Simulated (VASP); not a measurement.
Runs of VASP 6.6.1 on Ag. The structure is that of space group P6/mmm (No. 191), or close to it. The cells are those of the table. 

```tsv
task	cell	cutoff (eV)	gap on the mesh (eV)	pressure (GPa)
relaxation of shape and atoms at fixed volume	relaxed from a = 2.259, b = 2.259, c = 2.197 Å, angles 90.0, 90.0, 120.0°, 1 atom	600	none	358.8
single point	a = 2.513, b = 2.513, c = 2.415 Å, angles 90.0, 90.0, 120.0°, 1 atom	520	none	(a)
single point	a = 2.733, b = 2.733, c = 2.643 Å, angles 90.0, 90.0, 120.0°, 1 atom	520	none	13.8
single point	a = 2.628, b = 2.628, c = 2.533 Å, angles 90.0, 90.0, 120.0°, 1 atom	520	none	38.1
single point	a = 2.385, b = 2.385, c = 2.287 Å, angles 90.0, 90.0, 120.0°, 1 atom	520	none	189.8
```

Alike in all rows: level PBE; potentials or basis VASP PAW PBE potentials, release 64 (Ag); no spin polarisation; k mesh 15 × 15 × 14; smearing fermi-dirac 0.08 eV.

Q: Fill in the values left out.

A: (a) 86.8.

A k mesh can miss the band edges, and the runs leave out spin-orbit coupling on Ag.

A gap of «none» marks levels without a gap at the run's occupations.
